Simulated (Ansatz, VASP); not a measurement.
## HfN in VASP and in Ansatz

The input INCAR:

```
ALGO = Normal
EDIFF = 1E-6
ENCUT = 520
GGA = PE
ISIF = 2
ISMEAR = 0
LASPH = T
LCHARG = F
LREAL = F
LWAVE = F
NBANDS = 14
NELM = 100
PREC = Accurate
SIGMA = 0.15
```

Contents of KPOINTS:

```
k-points
0
Gamma
  20 20 20
```

The input POSCAR:

```
HfN
1.0
    0.8832968970      2.7760759619      2.7760759619
    2.7760759619      0.8832968970      2.7760759619
    2.7760759619      2.7760759619      0.8832968970
Hf N
1 1
Direct
    0.0000000000      0.0000000000      0.0000000000
    0.5000000000      0.5000000000      0.5000000000
```

Input for Ansatz:

```yaml
crystal:
  lattice:
    - [0.883296897, 2.7760759619, 2.7760759619]
    - [2.7760759619, 0.883296897, 2.7760759619]
    - [2.7760759619, 2.7760759619, 0.883296897]
  atoms:
    - { symbol: Hf, position: [0.0, 0.0, 0.0] }
    - { symbol: "N", position: [0.5, 0.5, 0.5] }
basis:
  ecutwfc: 420
kpoints:
  mp_grid: { grid: [20, 20, 20] }
hamiltonian:
  xc: pbe
scf:
  occupations: { method: gaussian, width: 0.15 }
output:
  forces: true
  stress: true
  eigenvalues: true
```

Alike in both runs: task single point; functional PBE; k mesh 20 × 20 × 20; occupations gaussian, width 0.15 eV; no spin polarisation.

|  | VASP | Ansatz |
| --- | --- | --- |
| version | VASP 6.6.1 | Ansatz 0.2.0 |
| potentials or method | VASP PAW PBE potentials, release 64 (Hf_pv, N), cutoff 520 eV | scalar-relativistic, plane waves, PAW |
| valence electrons in the cell | 15 | 31 |

|  | VASP | Ansatz | Ansatz less VASP |
| --- | --- | --- | --- |
| gap on the k mesh at the Fermi level (eV) | none | none | - |
| pressure (GPa) | 17.0 | 18.9 | +1.97 |
| traceless stress, the component that is largest in VASP (GPa) | -46.54 | -46.66 | -0.125 |

A gap of «none» marks a metal or a gap that the smearing closes. VASP's potentials hold 15 valence electrons a cell and Ansatz's 31, so a difference there can come from the potentials and not from the codes.

Neither program's run includes spin-orbit coupling.
